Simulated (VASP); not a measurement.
Here is a VASP 6.6.1 calculation.

INCAR

```
PREC = Accurate
ENCUT = 520
EDIFF = 1E-6
ISMEAR = -1
SIGMA = 0.06122561905347299
LREAL = F
LASPH = T
NELM = 100
ALGO = Normal
ISIF = 2
LWAVE = F
LCHARG = F
GGA = PE
NBANDS = 47
```

KPOINTS

```
Automatic mesh
0
Gamma
  11 11 11
```

Contents of POSCAR:

```
Mg2O5
1.0
    5.1788091193      0.0000000000      0.0000000000
    0.0000000000      5.1788091193      0.0000000000
    0.0000000000      0.0000000000      5.1788091193
Mg O
4 10
Direct
    0.0000000000      0.0000000000      0.0000000000
    0.5000000000      0.5000000000      0.0000000000
    0.5000000000      0.0000000000      0.5000000000
    0.0000000000      0.5000000000      0.5000000000
    0.5000000000      0.0000000000      0.0000000000
    0.0000000000      0.5000000000      0.0000000000
    0.0000000000      0.0000000000      0.5000000000
    0.5000000000      0.5000000000      0.5000000000
    0.7500000000      0.7500000000      0.2500000000
    0.7500000000      0.2500000000      0.7500000000
    0.2500000000      0.7500000000      0.7500000000
    0.7500000000      0.2500000000      0.2500000000
    0.2500000000      0.7500000000      0.2500000000
    0.2500000000      0.2500000000      0.7500000000
```

Potentials or basis: VASP PAW PBE potentials, release 64 (Mg, O).

Launch:

```bash
$ cat potpaw_PBE.64/Mg/POTCAR potpaw_PBE.64/O/POTCAR > POTCAR
$ mpirun -np 1 vasp_std > vasp.out
```

Question: Predict the pressure.

Answer: -0.7 GPa.

Question: What does it give for the band gap on the k mesh?

Answer: Zero (bands 34 and 35 overlap by 0.27 eV).

Caveat: semilocal functionals underestimate gaps, and a narrow one can read as zero.
